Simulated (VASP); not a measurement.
# Bi (C2/m) in VASP: single point with PBE

Aim: the single point of Bi with PBE.

Everything below comes from runs of VASP 6.6.1. Logs are shortened: lines on timing, memory, paths and dates and some standing lists are left out, and cuts for length are marked.

## 1. The cell of the first run

It takes space group C2/m (No. 12, monoclinic). Conventional cell: a = 7.874 Å, b = 4.319 Å, c = 4.746 Å, α = 90.00°, β = 123.58°, γ = 90.00°. Bi (site symmetry m) has 6 Bi at 2.99 to 3.53 Å within 3.9 Å.

## 2. Single point, PBE (strain -0.0500 x Voigt [1, 0, 0, 0, 0, 0])

The input, INCAR:

```
ALGO = Fast ; EDIFF = 1E-6
ENCUT = 520 ; GGA = PE
ISIF = 2 ; ISMEAR = 0
LASPH = True ; LCHARG = True
LELF = True ; LREAL = False
LVHAR = True ; LWAVE = False
NBANDS = 22 ; NELM = 100
PREC = Accurate ; SIGMA = 0.15
```

The input, KPOINTS:

```
k-points
0
Gamma
  12 12 12
```

The input, POSCAR:

```
Bi
1.0
    2.1593496945      1.3123169762      3.9540000000
   -2.1593496945      1.3123169762      3.9540000000
    0.0000000000     -2.6246339523      3.9540000000
Bi
2
Direct
    0.2338900000      0.2338900000      0.2338900000
    0.7661100000      0.7661100000      0.7661100000
```

Potentials or basis: VASP PAW PBE potentials, release 64 (Bi_d).

On the command line:

```sh
cat potpaw_PBE.64/Bi_d/POTCAR > POTCAR
mpirun -np 1 vasp_std > vasp.out
```

OUTCAR:

```text
EDIFF = 1E-6
   ENCUT = 520
   GGA = PE
   ISIF = 2
   ISMEAR = 0
   LASPH = True
   LREAL = False
   NELM = 100
   PREC = Accurate

 ion  position               nearest neighbor table
   1  0.234  0.234  0.234-   2 2.99   2 2.99   2 3.07   2 3.46   2 3.46   2 3.53
   2  0.766  0.766  0.766-   1 2.99   1 2.99   1 3.07   1 3.46   1 3.46   1 3.53

  LATTYP: Found a base centered monoclinic cell.
 ALAT       =     7.8739018570
 B/A-ratio  =     0.5484827557
 C/A-ratio  =     0.6027280173
 COS(beta)  =    -0.5530410463

  Lattice vectors:

 A1 = (   2.1593496945,   3.9369509285,   0.0000000000)
 A2 = (  -2.1593496945,   3.9369509285,   0.0000000000)
 A3 = (   0.0000000000,  -2.6246339523,   3.9540000000)

Analysis of symmetry for initial positions (statically):
=====================================================================
 Subroutine PRICEL returns:
 Original cell was already a primitive cell.

 Routine SETGRP: Setting up the symmetry group for a
 base centered monoclinic supercell.

 Subroutine GETGRP returns: Found  4 space group operations
 (whereof  4 operations were pure point group operations)
 out of a pool of  4 trial point group operations.

The static configuration has the point symmetry C_2h.

Analysis of symmetry for dynamics (positions and initial velocities):
=====================================================================
 Subroutine PRICEL returns:
 Original cell was already a primitive cell.

 Routine SETGRP: Setting up the symmetry group for a
 base centered monoclinic supercell.

 Subroutine GETGRP returns: Found  4 space group operations
 (whereof  4 operations were pure point group operations)
 out of a pool of  4 trial point group operations.

The dynamic configuration has the point symmetry C_2h.

 Subroutine INISYM returns: Found  4 space group operations
 (whereof  4 operations are pure point group operations),
 and found     1 'primitive' translations

----------------------------------------------------------------------------------------

                                     Primitive cell

  volume of cell :      67.2279

  direct lattice vectors                    reciprocal lattice vectors
     2.159349694  1.312316976  3.954000000     0.231551194  0.127001837  0.084302816
    -2.159349694  1.312316976  3.954000000    -0.231551194  0.127001837  0.084302816
     0.000000000 -2.624633952  3.954000000     0.000000000 -0.254003674  0.084302816

  length of vectors
     4.692449568  4.692449568  4.745821255     0.277222630  0.277222630  0.267628158

  position of ions in fractional coordinates (direct lattice)
     0.233890000  0.233890000  0.233890000
     0.766110000  0.766110000  0.766110000

  ion indices of the primitive-cell ions
   primitive index   ion index
                 1           1
                 2           2

----------------------------------------------------------------------------------------

 KPOINTS: k-points

Automatic generation of k-mesh.
 Grid dimensions read from file:
 generate k-points for:   12   12   12

 Generating k-lattice:

  Cartesian coordinates                     Fractional coordinates (reciprocal lattice)
     0.019295933  0.010583486  0.007025235     0.083333333  0.000000000  0.000000000
    -0.019295933  0.010583486  0.007025235     0.000000000  0.083333333  0.000000000
     0.000000000 -0.021166973  0.007025235     0.000000000  0.000000000  0.083333333

  Length of vectors
     0.023101886  0.023101886  0.022302347

  Shift w.r.t. Gamma in fractional coordinates (k-lattice)
     0.000000000  0.000000000  0.000000000

 Subroutine IBZKPT returns following result:
 ===========================================

 Found    476 irreducible k-points:

 Following reciprocal coordinates:
            Coordinates               Weight
  0.000000  0.000000  0.000000      1.000000
  0.083333 -0.000000  0.000000      4.000000
  0.166667  0.000000  0.000000      4.000000
  0.250000  0.000000  0.000000      4.000000
  0.333333 -0.000000  0.000000      4.000000
  0.416667  0.000000  0.000000      4.000000
[... 16 lines left out ...]
  0.500000  0.166667 -0.000000      4.000000
 -0.416667  0.166667 -0.000000      4.000000
 [... further k-points ...]
   k-points           NKPTS =    476   k-points in BZ     NKDIM =    476   number of bands    NBANDS=     22
   number of dos      NEDOS =    301   number of ions     NIONS =      2
   total plane-waves  NPLWV =  46656
   dimension x,y,z NGX =    36 NGY =   36 NGZ =   36
   dimension x,y,z NGXF=    72 NGYF=   72 NGZF=   72
   ions per type =               2
   NGX,Y,Z   is equivalent  to a cutoff of  12.75, 12.75, 12.61 a.u.
   NGXF,Y,Z  is equivalent  to a cutoff of  25.51, 25.51, 25.22 a.u.
 SYSTEM =  unknown system
   PREC   = accura    normal or accurate (medium, high low for compatibility)
   ISTART =      0    job   : 0-new  1-cont  2-samecut
   ICHARG =      2    charge: 1-file 2-atom 10-const
   ISPIN  =      1    spin polarized calculation?
   LNONCOLLINEAR =      F non collinear calculations
   LSORBIT =      F    spin-orbit coupling
   LASPH  =      T    aspherical Exc in radial PAW
   ENCUT  =  520.0 eV  38.22 Ry    6.18 a.u.   8.72  8.72  8.82*2*pi/ulx,y,z
   NELM   =    100;   NELMIN=  2; NELMDL= -5     # of ELM steps
   EDIFF  = 0.1E-05   stopping-criterion for ELM
   LREAL  =      F    real-space projection
   EDIFFG = 0.1E-04   stopping-criterion for IOM
   NSW    =      0    number of steps for IOM
   IBRION =     -1    ionic relax: 0-MD 1-quasi-New 2-CG
   NFREE  =      0    steps in history (QN), initial steepest desc. (CG)
   ISIF   =      2    stress and relaxation
   ISYM   =      2    0-nonsym 1-usesym 2-fastsym
   POTIM  = 0.5000    time-step for ionic-motion
   TEBEG  =    0.0;   TEEND  =   0.0 temperature during run
   PSTRESS=    0.0 pullay stress
   NELECT =      30.0000    total number of electrons
   NUPDOWN=      -1.0000    fix difference up-down
   EMIN   =  10.00;   EMAX   =-10.00  energy-range for DOS
   EFERMI =   0.00;   METHOD = LEGACY
   ISMEAR =     0;   SIGMA  =   0.15  broadening in eV -4-tet -1-fermi 0-gaus
   EFERMI_NEDOS =   21; number of points for ismear=-14 and -15
   IALGO  =     68    algorithm
   IMIX   =      4    mixing-type and parameters
     AMIX     =   0.40;   BMIX     =  1.00
     AMIX_MAG =   1.60;   BMIX_MAG =  1.00
  volume/ion in A,a.u.               =      33.61       226.84
  Fermi-wavevector in a.u.,A,eV,Ry     =   1.251023  2.364091 21.293922  1.565059
  Thomas-Fermi vector in A             =   2.384990
   LORBIT       =      0    0 simple, 1 ext, 2 COOP (PROOUT), +10 PAW based schemes
   GGA     = PE    functional components
   LHFCALC =     F    Hartree Fock is set to
   AEXX    =    0.0000 exact exchange contribution
   IVDW    =     0    specifies the selected vdW correction
   LEPSILON=     F    determine dielectric tensor
   LRPA    =     F    only Hartree local field effects (RPA)
 non-spin polarized calculation
 RMM-DIIS sequential band-by-band and
 Gauss-broadening in eV      SIGMA  =   0.15
  energy-cutoff  :      520.00
  volume of cell :       67.23
 maximum number of plane-waves:      1826
   NGX = 17   NGY = 17   NGZ = 17

 number of electron      30.0000001 magnetization

 Free energy of the ion-electron system (eV)
  ---------------------------------------------------
  ext. energy  EPLUGINS =         0.00000000
  ---------------------------------------------------
  free energy    TOTEN  =        -7.66438598 eV

  energy without entropy =       -7.66173105  energy(sigma->0) =       -7.66305852

 E-fermi :   6.9769     XC(G=0):  -9.7392

 val. band max:        6.9638707921   @ k =   0.3333   0.2500   0.5000
 cond. band min:       6.9984245194   @ k =   0.0833   0.0833   0.4167
 fundamental gap:      0.0345537273
 Fermi energy:         6.9769275737

 k-point     1 :       0.0000    0.0000    0.0000
  band No.  band energies     occupation
      1     -16.1579      2.00000
      2     -16.1181      2.00000
      3     -15.9732      2.00000
      4     -15.9514      2.00000
      5     -15.9466      2.00000
      6     -15.7461      2.00000
[... 14 lines left out ...]
     21      13.1066      0.00000
     22      13.1479      0.00000

 k-point     2 :       0.0833   -0.0000    0.0000
  band No.  band energies     occupation
      1     -16.1504      2.00000
      2     -16.1123      2.00000
      3     -15.9683      2.00000
      4     -15.9489      2.00000
      5     -15.9429      2.00000
      6     -15.7492      2.00000
[... 14 lines left out ...]
     21      12.8241      0.00000
     22      13.7682      0.00000

 k-point     3 :       0.1667    0.0000    0.0000
  band No.  band energies     occupation
      1     -16.1287      2.00000
      2     -16.0952      2.00000
      3     -15.9550      2.00000
      4     -15.9422      2.00000
      5     -15.9309      2.00000
      6     -15.7599      2.00000
[... 14 lines left out ...]
     21      13.1250      0.00000
     22      15.0499      0.00000

 k-point     4 :       0.2500    0.0000    0.0000
  band No.  band energies     occupation
      1     -16.0957      2.00000
      2     -16.0680      2.00000
      3     -15.9403      2.00000
      4     -15.9270      2.00000
      5     -15.9114      2.00000
      6     -15.7791      2.00000
[... 14 lines left out ...]
     21      13.8128      0.00000
     22      16.4854      0.00000

 k-point     5 :       0.3333   -0.0000    0.0000
  band No.  band energies     occupation
      1     -16.0591      2.00000
      2     -16.0303      2.00000
      3     -15.9308      2.00000
      4     -15.9007      2.00000
      5     -15.8877      2.00000
      6     -15.8055      2.00000
[... 417 lines left out ...]
 k-point    22 :       0.4167    0.1667   -0.0000
  band No.  band energies     occupation
      1     -16.0948      2.00000
      2     -15.9772      2.00000
      3     -15.9344      2.00000
      4     -15.9084      2.00000
      5     -15.8595      2.00000
      6     -15.8328      2.00000
[... 14 lines left out ...]
     21      15.7370      0.00000
     22      16.3358      0.00000

 k-point    23 :       0.5000    0.1667   -0.0000
  band No.  band energies     occupation
      1     -16.0643      2.00000
      2     -15.9493      2.00000
      3     -15.9109      2.00000
      4     -15.9017      2.00000
      5     -15.8641      2.00000
      6     -15.8333      2.00000
[... 14 lines left out ...]
     21      15.7879      0.00000
     22      16.0939      0.00000

 k-point    24 :      -0.4167    0.1667   -0.0000
  band No.  band energies     occupation
      1     -16.0484      2.00000
      2     -15.9281      2.00000
      3     -15.9072      2.00000
      4     -15.9001      2.00000
      5     -15.8651      2.00000
      6     -15.8338      2.00000
[... 14 lines left out ...]
     21      14.9805      0.00000
     22      16.7516      0.00000

 [... further k-points ...]
[... 5 lines left out ...]
  --------------------------------------------------------------------------------------
  -------------------------------------------------------------------------------------
  Total        2.9388082      1.4595351      1.7808467      0.0000000     -0.6591540      0.0000000
  in kB       70.0377494     34.7836767     42.4411826      0.0000000    -15.7089737      0.0000000
  external PRESSURE =      49.0875362 kB  Pullay stress =       0.0000000 kB

 VOLUME and BASIS-vectors are now :
 -----------------------------------------------------------------------------
  energy-cutoff  :      520.00
  volume of cell :       67.23
      direct lattice vectors                 reciprocal lattice vectors
     2.159349694  1.312316976  3.954000000     0.231551194  0.127001837  0.084302816
    -2.159349694  1.312316976  3.954000000    -0.231551194  0.127001837  0.084302816
     0.000000000 -2.624633952  3.954000000     0.000000000 -0.254003674  0.084302816

 POSITION                                       TOTAL-FORCE (eV/Angst)
 -----------------------------------------------------------------------------------
      0.00000      0.00000      2.77440         0.000000     -0.192405      0.437175
      0.00000      0.00000      9.08760         0.000000      0.192405     -0.437175
 -----------------------------------------------------------------------------------
    total drift:                                0.000000     -0.000000      0.000000

  FREE ENERGIE OF THE ION-ELECTRON SYSTEM (eV)
  ---------------------------------------------------
  free  energy   TOTEN  =        -7.6643859818 eV

  energy  without entropy=       -7.6617310522  energy(sigma->0) =       -7.66305852
```

It took 13 min on 1 thread of Oxide Virtual Turin-like, shared host; peak memory 0.59 GiB.

What came out:

```
Free energy            : -7.6644 eV
Pressure               : 4.9 GPa
Largest force          : 0.478 eV/Å
Band gap on the k mesh : zero (bands 15 and 16 overlap by 0.50 eV)
```

Forces on the atoms (eV/Å):
```
Bi   0.000 -0.192  0.437
Bi   0.000  0.192 -0.437
```

Stress tensor (GPa, compression positive):
```
 7.00  0.00  0.00
 0.00  3.48 -1.57
 0.00 -1.57  4.24
```

Caveat: the cell differs from its parent crystal (strain -0.0500 x Voigt [1, 0, 0, 0, 0, 0]); the cell stands under pressure; spin-orbit coupling is left out, which moves the levels of the heavy elements.

The gap in the log of VASP goes by the Fermi energy; the results here count the filled bands.